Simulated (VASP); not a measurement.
# Re (Cmce) in VASP: relaxation of cell and atoms with r2SCAN

Aim: the relaxation of cell and atoms of Re with r2SCAN.

All numbers are computed with VASP 6.6.1; they aren't measurements. Logs are shortened: lines on timing, memory, paths and dates and some standing lists are left out, and cuts for length are marked.

**1. The cell of the first run**

Symmetry: Cmce, No. 64, orthorhombic system. Conventional cell: a = 5.187 Å, b = 3.428 Å, c = 6.992 Å, α = 90.00°, β = 90.00°, γ = 90.00°. Within 2.6 Å of Re (site symmetry m) lie 3 Re at 1.93 to 2.53 Å.

**2. Relaxation of cell and atoms, r2SCAN**

Input file POSCAR:

```
Re
1.0
    2.5932858359     -1.7139635538      0.0000000000
    2.5932858359      1.7139635538      0.0000000000
    0.0000000000      0.0000000000      6.9916844866
Re
4
Direct
    0.8500000000      0.1500000000      0.1170000000
    0.6500000000      0.3500000000      0.6170000000
    0.1500000000      0.8500000000      0.8830000000
    0.3500000000      0.6500000000      0.3830000000
```

Input file INCAR.step1:

```
SYSTEM = Re
ALGO = Normal
EDIFF = 1E-4
ENCUT = 600
GGA = PE
ISMEAR = 0
LASPH = .True.
LCHARG = .False.
LREAL = .False.
LWAVE = .True.
NELM = 100
PREC = Accurate
SIGMA = 0.1
```

Input file INCAR.step2:

```
SYSTEM = Re
ALGO = Normal
EDIFF = 1E-7
EDIFFG = -0.04
ENCUT = 600
IBRION = 2
ISIF = 3
ISMEAR = 0
ISTART = 1
LASPH = .True.
LCHARG = .False.
LMIXTAU = .True.
LREAL = .False.
LWAVE = .False.
METAGGA = R2SCAN
NELM = 100
NSW = 90
PREC = Accurate
SIGMA = 0.1
```

Input file KPOINTS:

```
k-points
0
Gamma
  6 6 4
  0 0 0
```

Potentials or basis: VASP PAW PBE potentials, release 64 (Re).

Run with:

```console
cat potpaw_PBE.64/Re/POTCAR > POTCAR
cp INCAR.step1 INCAR
mpirun -np 1 vasp_std > vasp.out
cp INCAR.step2 INCAR
mpirun -np 1 vasp_std > vasp.out
```

OUTCAR:

```text
SYSTEM = Re
   EDIFF = 1E-7
   EDIFFG = -0.04
   ENCUT = 600
   IBRION = 2
   ISIF = 3
   ISMEAR = 0
   ISTART = 1
   LASPH = .True.
   LREAL = .False.
   METAGGA = R2SCAN
   NELM = 100
   NSW = 90
   PREC = Accurate

 ion  position               nearest neighbor table
   1  0.850  0.150  0.117-   3 1.93   4 2.53   4 2.53   3 2.90   3 3.14   3 3.14   4 3.19   4 3.19

   2  0.650  0.350  0.617-   4 1.93   3 2.53   3 2.53   4 2.90   4 3.14   4 3.14   3 3.19   3 3.19

   3  0.150  0.850  0.883-   1 1.93   2 2.53   2 2.53   1 2.90   1 3.14   1 3.14   2 3.19   2 3.19

   4  0.350  0.650  0.383-   2 1.93   1 2.53   1 2.53   2 2.90   2 3.14   2 3.14   1 3.19   1 3.19

  LATTYP: Found a base centered orthorhombic cell.
 ALAT       =     3.4279271076
 B/A-ratio  =     1.5130344109
 C/A-ratio  =     2.0396246090

  Lattice vectors:

 A1 = (  -2.5932858359,  -1.7139635538,   0.0000000000)
 A2 = (   2.5932858359,  -1.7139635538,   0.0000000000)
 A3 = (   0.0000000000,   0.0000000000,   6.9916844866)

Analysis of symmetry for initial positions (statically):
=====================================================================
 Subroutine PRICEL returns:
 Original cell was already a primitive cell.

 Routine SETGRP: Setting up the symmetry group for a
 base centered orthorhombic supercell.

 Subroutine GETGRP returns: Found  8 space group operations
 (whereof  4 operations were pure point group operations)
 out of a pool of  8 trial point group operations.

The static configuration has the point symmetry C_2h.
 The point group associated with its full space group is D_2h.

Analysis of symmetry for dynamics (positions and initial velocities):
=====================================================================
 Subroutine PRICEL returns:
 Original cell was already a primitive cell.

 Routine SETGRP: Setting up the symmetry group for a
 base centered orthorhombic supercell.

 Subroutine GETGRP returns: Found  8 space group operations
 (whereof  4 operations were pure point group operations)
 out of a pool of  8 trial point group operations.

The dynamic configuration has the point symmetry C_2h.
 The point group associated with its full space group is D_2h.

 Subroutine INISYM returns: Found  8 space group operations
 (whereof  4 operations are pure point group operations),
 and found     1 'primitive' translations

----------------------------------------------------------------------------------------

                                     Primitive cell

  volume of cell :      62.1532

  direct lattice vectors                    reciprocal lattice vectors
     2.593285836 -1.713963554  0.000000000     0.192805588 -0.291721489  0.000000000
     2.593285836  1.713963554  0.000000000     0.192805588  0.291721489  0.000000000
     0.000000000  0.000000000  6.991684487     0.000000000  0.000000000  0.143027049

  length of vectors
     3.108504864  3.108504864  6.991684487     0.349679027  0.349679027  0.143027049

  position of ions in fractional coordinates (direct lattice)
     0.850000000  0.150000000  0.117000000
     0.650000000  0.350000000  0.617000000
     0.150000000  0.850000000  0.883000000
     0.350000000  0.650000000  0.383000000

  ion indices of the primitive-cell ions
   primitive index   ion index
                 1           1
                 2           2
                 3           3
                 4           4

----------------------------------------------------------------------------------------

 KPOINTS: k-points

Automatic generation of k-mesh.
 Grid dimensions read from file:
 generate k-points for:    6    6    4

 Generating k-lattice:

  Cartesian coordinates                     Fractional coordinates (reciprocal lattice)
     0.032134265 -0.048620248  0.000000000     0.166666667 -0.000000000  0.000000000
     0.032134265  0.048620248  0.000000000    -0.000000000  0.166666667  0.000000000
     0.000000000  0.000000000  0.035756762     0.000000000  0.000000000  0.250000000

  Length of vectors
     0.058279838  0.058279838  0.035756762

  Shift w.r.t. Gamma in fractional coordinates (k-lattice)
     0.000000000  0.000000000  0.000000000

 Subroutine IBZKPT returns following result:
 ===========================================

 Found     39 irreducible k-points:

 Following reciprocal coordinates:
            Coordinates               Weight
  0.000000  0.000000  0.000000      1.000000
  0.166667  0.000000  0.000000      4.000000
  0.333333  0.000000  0.000000      4.000000
  0.500000  0.000000  0.000000      2.000000
  0.166667  0.166667  0.000000      2.000000
  0.333333  0.166667  0.000000      4.000000
[... 16 lines left out ...]
  0.333333  0.333333  0.250000      4.000000
  0.500000  0.333333  0.250000      8.000000
 [... further k-points ...]
   k-points           NKPTS =     39   k-points in BZ     NKDIM =     39   number of bands    NBANDS=     18
   number of dos      NEDOS =    301   number of ions     NIONS =      4
   total plane-waves  NPLWV =  43904
   dimension x,y,z NGX =    28 NGY =   28 NGZ =   56
   dimension x,y,z NGXF=    56 NGYF=   56 NGZF=  112
   ions per type =               4
   NGX,Y,Z   is equivalent  to a cutoff of  14.97, 14.97, 13.32 a.u.
   NGXF,Y,Z  is equivalent  to a cutoff of  29.95, 29.95, 26.63 a.u.
 SYSTEM =  Re
   PREC   = accura    normal or accurate (medium, high low for compatibility)
   ISTART =      1    job   : 0-new  1-cont  2-samecut
   ICHARG =      0    charge: 1-file 2-atom 10-const
   ISPIN  =      1    spin polarized calculation?
   LNONCOLLINEAR =      F non collinear calculations
   LSORBIT =      F    spin-orbit coupling
   LASPH  =      T    aspherical Exc in radial PAW
   ENCUT  =  600.0 eV  44.10 Ry    6.64 a.u.   6.21  6.21 13.96*2*pi/ulx,y,z
   NELM   =    100;   NELMIN=  2; NELMDL=  0     # of ELM steps
   EDIFF  = 0.1E-06   stopping-criterion for ELM
   LREAL  =      F    real-space projection
   EDIFFG = -.4E-01   stopping-criterion for IOM
   NSW    =     90    number of steps for IOM
   IBRION =      2    ionic relax: 0-MD 1-quasi-New 2-CG
   NFREE  =      1    steps in history (QN), initial steepest desc. (CG)
   ISIF   =      3    stress and relaxation
   ISYM   =      2    0-nonsym 1-usesym 2-fastsym
   POTIM  = 0.5000    time-step for ionic-motion
   TEBEG  =    0.0;   TEEND  =   0.0 temperature during run
   PSTRESS=    0.0 pullay stress
   NELECT =      28.0000    total number of electrons
   NUPDOWN=      -1.0000    fix difference up-down
   EMIN   =  10.00;   EMAX   =-10.00  energy-range for DOS
   EFERMI =   0.00;   METHOD = LEGACY
   ISMEAR =     0;   SIGMA  =   0.10  broadening in eV -4-tet -1-fermi 0-gaus
   EFERMI_NEDOS =   21; number of points for ismear=-14 and -15
   IALGO  =     38    algorithm
   IMIX   =      4    mixing-type and parameters
     AMIX     =   0.40;   BMIX     =  1.00
     AMIX_MAG =   1.60;   BMIX_MAG =  1.00
  volume/ion in A,a.u.               =      15.54       104.86
  Fermi-wavevector in a.u.,A,eV,Ry     =   1.254988  2.371583 21.429107  1.574995
  Thomas-Fermi vector in A             =   2.388766
   LORBIT       =      0    0 simple, 1 ext, 2 COOP (PROOUT), +10 PAW based schemes
   METAGGA = R2SCAN    functional components
   LHFCALC =     F    Hartree Fock is set to
   AEXX    =    0.0000 exact exchange contribution
   IVDW    =     0    specifies the selected vdW correction
   LEPSILON=     F    determine dielectric tensor
   LRPA    =     F    only Hartree local field effects (RPA)
 conjugate gradient relaxation of ions
 non-spin polarized calculation
 Gauss-broadening in eV      SIGMA  =   0.10
  energy-cutoff  :      600.00
  volume of cell :       62.15
 maximum number of plane-waves:      2090
 NGX is ok and might be reduce to    28
   NGX = 13   NGY = 13   NGZ = 27

--------------------------------------- Ionic step        1  -------------------------------------------

 number of electron      27.9999999 magnetization

 Free energy of the ion-electron system (eV)
  ---------------------------------------------------
  ext. energy  EPLUGINS =         0.00000000
  ---------------------------------------------------
  free energy    TOTEN  =      -200.62542364 eV

  energy without entropy =     -200.61238636  energy(sigma->0) =     -200.61890500

------------------------ aborting loop because EDIFF is reached ----------------------------------------

  FORCE on cell =-STRESS in cart. coord.  units (eV):
  Direction    XX          YY          ZZ          XY          YZ          ZX
  --------------------------------------------------------------------------------------
  -------------------------------------------------------------------------------------
  Total      -11.9139252     20.1940492     38.9072179      0.0000000      0.0000000      0.0000000
  in kB     -307.1154496    520.5592926   1002.9446632      0.0000000      0.0000000      0.0000000
  external PRESSURE =     405.4628354 kB  Pullay stress =       0.0000000 kB
[... 61 lines left out ...]
  energy  without entropy=     -200.6356094843  energy(sigma->0) =     -200.65681729

--------------------------------------- Ionic step        3  -------------------------------------------

 number of electron      28.0000002 magnetization

 E-fermi :   3.5304     XC(G=0): -12.2351

 val. band max:        3.5253585963   @ k =   0.3333   0.0000   0.0000
 cond. band min:       3.5404742023   @ k =   0.5000   0.5000   0.2500
 fundamental gap:      0.0151156059
 Fermi energy:         3.5304089151

 k-point     1 :       0.0000    0.0000    0.0000
  band No.  band energies     occupation
      1      -4.2485      2.00000
      2      -3.1064      2.00000
      3      -1.2958      2.00000
      4      -0.8813      2.00000
      5      -0.4518      2.00000
      6      -0.2733      2.00000
[... 10 lines left out ...]
     17       5.0807      0.00000
     18       5.3598      0.00000
[... 514 lines left out ...]
  FREE ENERGIE OF THE ION-ELECTRON SYSTEM (eV)
  ---------------------------------------------------
  free  energy   TOTEN  =      -201.9702136403 eV

  energy  without entropy=     -201.9288102577  energy(sigma->0) =     -201.94951195

[... ionic steps 4 to 23 ...]

--------------------------------------- Ionic step       24  -------------------------------------------

 number of electron      28.0000001 magnetization

------------------------ aborting loop because EDIFF is reached ----------------------------------------

  FORCE on cell =-STRESS in cart. coord.  units (eV):
  Direction    XX          YY          ZZ          XY          YZ          ZX
  --------------------------------------------------------------------------------------
  -------------------------------------------------------------------------------------
  Total        0.5529341      0.2562416      0.2293771      0.0000000      0.0000000      0.0000000
  in kB       15.0498281      6.9744156      6.2432129      0.0000000      0.0000000      0.0000000
  external PRESSURE =       9.4224855 kB  Pullay stress =       0.0000000 kB
[... 61 lines left out ...]
  energy  without entropy=     -209.5994038130  energy(sigma->0) =     -209.60810584

--------------------------------------- Ionic step       26  -------------------------------------------

 number of electron      28.0000001 magnetization

 Free energy of the ion-electron system (eV)
  ---------------------------------------------------
  ext. energy  EPLUGINS =         0.00000000
  ---------------------------------------------------
  free energy    TOTEN  =      -209.61705760 eV

  energy without entropy =     -209.60012769  energy(sigma->0) =     -209.60859265

 E-fermi :   7.9304     XC(G=0): -14.9744

 val. band max:        7.9017886879   @ k =   0.3333   0.1667   0.5000
 cond. band min:       7.9651512936   @ k =  -0.1667   0.1667   0.2500
 fundamental gap:      0.0633626057
 Fermi energy:         7.9304487939

 k-point     1 :       0.0000    0.0000    0.0000
  band No.  band energies     occupation
      1      -2.6766      2.00000
      2       0.5345      2.00000
      3       0.5347      2.00000
      4       0.8461      2.00000
      5       1.6958      2.00000
      6       3.4415      2.00000
[... 10 lines left out ...]
     17       9.2919      0.00000
     18       9.3685      0.00000
[... 514 lines left out ...]
  FREE ENERGIE OF THE ION-ELECTRON SYSTEM (eV)
  ---------------------------------------------------
  free  energy   TOTEN  =      -209.6170576030 eV

  energy  without entropy=     -209.6001276929  energy(sigma->0) =     -209.60859265

 reached required accuracy - stopping structural energy minimisation
```

It took 44 min on 1 thread of Intel Xeon 6975P-C (Granite Rapids), shared host; peak memory 0.26 GiB.

What came out:

```yaml
Free_energy: -209.6171 eV
Relaxed_volume: 14.75 Å³/atom
Relaxed_cell: a = 2.751 Å, b = 2.751 Å, c = 7.800 Å, α = 90.00°, β = 90.00°, γ = 90.07°
Space_group_after_relaxing_to_0.1_Å: Fm-3m (No. 225)
Energy_gained_by_relaxing: 2247.9 meV/atom
Ionic_steps: 26
Pressure_after_relaxing: -0.1 GPa
Largest_force_after_relaxing: 0.009 eV/Å
Band_gap_on_the_k_mesh: zero (bands 14 and 15 overlap by 4.39 eV)
```

Forces in eV/Å, atoms in the order of the input:
```
Re   0.000  0.009  0.002
Re   0.000 -0.009  0.002
Re   0.000 -0.009 -0.002
Re   0.000  0.009 -0.002
```

Step by step:
| step | energy change (eV) | largest force (eV/Å) | pressure (GPa) | volume (Å³) |
| --- | --- | --- | --- | --- |
| 1 | 0.0000 | 9.6468 | 40.55 | 62.15 |
| 2 | -0.0526 | 3.8120 | -44.39 | 97.24 |
| 3 | -1.3448 | 2.8400 | -47.43 | 90.15 |
| 4 | -2.7898 | 1.7658 | -47.99 | 83.91 |
| 5 | -4.9735 | 0.6308 | -34.52 | 73.05 |
| 6 | -4.9311 | 1.1433 | -18.60 | 68.82 |
| 7 | -5.0653 | 0.6857 | -27.94 | 71.02 |
| 8 | -3.9140 | 8.8962 | 112.17 | 51.10 |
| 9 | -7.1219 | 2.3448 | 7.13 | 61.10 |
| 10 | -7.1352 | 2.5388 | 10.01 | 60.63 |
| 11 | -8.3884 | 1.6974 | 6.63 | 59.01 |
| 12 | -8.3777 | 1.5938 | 7.76 | 58.76 |
| 13 | -8.4036 | 0.4768 | -22.52 | 63.53 |
| 14 | -8.5649 | 0.6802 | -9.44 | 61.10 |
| 15 | -8.7854 | 0.8527 | 5.16 | 58.54 |
| 16 | -8.7873 | 0.7966 | 3.75 | 58.75 |
| 17 | -8.8678 | 0.7924 | -1.25 | 59.40 |
| 18 | -8.8679 | 0.7917 | -1.04 | 59.37 |
| 19 | -8.9534 | 0.3787 | -0.07 | 59.09 |
| 20 | -8.9757 | 0.1854 | 1.06 | 58.86 |
| 21 | -8.9759 | 0.1844 | 1.14 | 58.84 |
| 22 | -8.9852 | 0.0734 | -2.95 | 59.46 |
| 23 | -8.9858 | 0.0928 | -2.17 | 59.34 |
| 24 | -8.9909 | 0.0062 | 0.94 | 58.86 |
| 25 | -8.9914 | 0.0211 | 0.25 | 58.97 |
| 26 | -8.9916 | 0.0095 | -0.07 | 59.02 |

Final structure:
```cif
data_structure
_symmetry_space_group_name_H-M 'P 1'
_symmetry_Int_Tables_number 1
_cell_length_a 2.7507
_cell_length_b 2.7507
_cell_length_c 7.8000
_cell_angle_alpha 90.000
_cell_angle_beta 90.000
_cell_angle_gamma 90.070
_cell_volume 59.02
loop_
_atom_site_label
_atom_site_type_symbol
_atom_site_fract_x
_atom_site_fract_y
_atom_site_fract_z
_atom_site_occupancy
Re1 Re 0.75036 0.24964 0.12499 1
Re2 Re 0.74964 0.25036 0.62499 1
Re3 Re 0.24964 0.75036 0.87501 1
Re4 Re 0.25036 0.74964 0.37501 1
```

Caveat: the k points lie up to 0.38 Å⁻¹ apart in the final cell, too coarse for converged energies and pressures of a metal; the PAW data sets were made with another functional, which shifts forces and pressure a little; spin-orbit coupling is left out, which moves the levels of the heavy elements.
